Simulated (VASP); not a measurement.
Runs of VASP 6.6.1 on Re. The structure is that of space group Fm-3m (No. 225), or close to it. The cells are those of the table. 

| task | cell | k mesh | cutoff (eV) | gap on the mesh (eV) | pressure (GPa) |
| --- | --- | --- | --- | --- | --- |
| single point | a = 2.335 Å, angles 60.0°, 1 atom | 20 × 20 × 20 | 520 | none | 553.7 |
| relaxation of cell and atoms | relaxed from a = 2.765 Å, angles 60.0°, 1 atom | 17 × 17 × 17 | 600 | none | 0.0 |
| relaxation of cell and atoms | relaxed to 540 GPa from a = 2.335 Å, angles 60.0°, 1 atom | 20 × 20 × 20 | 600 | none | 539.9 |
| single point | a = 2.334 Å, angles 60.0°, 1 atom | 20 × 20 × 20 | 520 | none | (a) |
| single point | a = 2.768 Å, angles 60.0°, 1 atom | 17 × 17 × 17 | 520 | none | -0.6 |

Alike in all rows: level PBE; potentials or basis VASP PAW PBE potentials, release 64 (Re); no spin polarisation; smearing fermi-dirac 0.08 eV.

Q: Estimate the missing entries.

A: (a) 557.2.

Caveats: spin-orbit coupling is left out, which moves the levels of the heavy elements; the cell is relaxed towards a set pressure, so the enthalpy falls and the energy may rise (some runs).

A k mesh can miss the band edges, and the runs leave out spin-orbit coupling on Re.

A gap of «none» marks levels without a gap at the run's occupations.
